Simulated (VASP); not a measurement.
A run of VASP 6.6.1 is set up as follows.

The input INCAR:

```
SYSTEM = KCl
PREC = Accurate
ENCUT = 500
EDIFF = 1E-6
ISMEAR = 0
SIGMA = 0.02
LREAL = .FALSE.
LASPH = .TRUE.
NELM = 120
ALGO = Normal
ISIF = 2
LWAVE = .FALSE.
LCHARG = .FALSE.
GGA = CA
NBANDS = 15
GGA_COMPAT = .FALSE.
```

The input KPOINTS:

```
regular mesh
0
G
  6 6 6
  0 0 0
```

File POSCAR:

```
KCl
1.0
    3.5236810456      0.0000000000      0.0000000000
    0.0000000000      3.5236810456      0.0000000000
    0.0000000000      0.0000000000      3.5236810456
K Cl
1 1
Direct
    0.0000000000      0.0000000000      0.0000000000
    0.5000000000      0.5000000000      0.5000000000
```

Potentials or basis: VASP PAW LDA potentials, release 64 (K_sv, Cl).

Launch:

```sh
$ cat potpaw_LDA.64/K_sv/POTCAR potpaw_LDA.64/Cl/POTCAR > POTCAR
$ mpirun -np 1 vasp_std > vasp.out
```

Question: What does it give for the band gap on the k mesh?

Answer: 5.68 eV, indirect (least direct gap 5.88 eV).

Question: What does it give for the pressure?

Answer: 3.6 GPa.

 A k mesh can miss the band edges.
